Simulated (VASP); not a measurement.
A run of VASP 6.6.1 is set up as follows.

Contents of INCAR:

```
ALGO = Normal
EDIFF = 1E-6
ENCUT = 500
GGA_COMPAT = F
ISIF = 2
ISMEAR = -1
LASPH = T
LCHARG = F
LREAL = F
LWAVE = F
NBANDS = 18
NELM = 120
PREC = Accurate
SIGMA = 0.1
```

Contents of KPOINTS:

```
k-points
0
Gamma
  7 7 7
```

File POSCAR:

```
YZn
1.0
    3.5600000000      0.0000000000      0.0000000000
    0.0000000000      3.5600000000      0.0000000000
    0.0000000000      0.0000000000      3.5600000000
Y Zn
1 1
Direct
    0.0000000000      0.0000000000      0.0000000000
    0.5000000000      0.5000000000      0.5000000000
```

Potentials or basis: VASP PAW LDA potentials, release 64 (Y_sv, Zn).

Command:

```bash
$ cat potpaw_LDA.64/Y_sv/POTCAR potpaw_LDA.64/Zn/POTCAR > POTCAR
$ mpirun -np 1 vasp_std > vasp.out
```

Problem. What does it give for the pressure?

Solution. -4.5 GPa.
